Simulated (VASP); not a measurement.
CaO (sol), 2 atoms in the cell. Symmetry: Fm-3m, No. 225, cubic system. The conventional cell has a = 4.811 Å, b = 4.811 Å, c = 4.811 Å, α = 90.00°, β = 90.00°, γ = 90.00°. Within 3.2 Å of Ca (site symmetry m-3m) lie 6 O at 2.41 Å. Within 3.2 Å of O (site symmetry m-3m) lie 6 Ca at 2.41 Å. 

- Program: VASP 6.6.1
- Task: relaxation of cell and atoms
- Functional: PBEsol
- Potentials or basis: VASP PAW PBE potentials, release 64 (Ca_sv, O)
- Cutoff: 600 eV
- k mesh: 8 × 8 × 8
- Occupations: gaussian, width 0.02 eV
- Spin: no spin polarisation
- Dipole correction: no
- Further INCAR settings: ALGO = Normal; EDIFF = 1e-07; IBRION = 2; EDIFFG = -0.002; NSW = 100; ISIF = 3

Potentials or basis: VASP PAW PBE potentials, release 64 (Ca_sv, O).

Launch:

```console
$ cat potpaw_PBE.64/Ca_sv/POTCAR potpaw_PBE.64/O/POTCAR > POTCAR
$ mpirun -np 1 vasp_std > vasp.out
```

Hardware: 1 thread of Intel(R) Xeon(R) Platinum 8375C CPU @ 2.90GHz (Ice Lake) (shared host).

Estimate the wall time of this run.

It took 29 s on 1 thread of Intel(R) Xeon(R) Platinum 8375C CPU @ 2.90GHz (Ice Lake), on a shared host, peak memory 0.17 GiB. Counts: scf iterations 31, k points 29, ion steps 3.
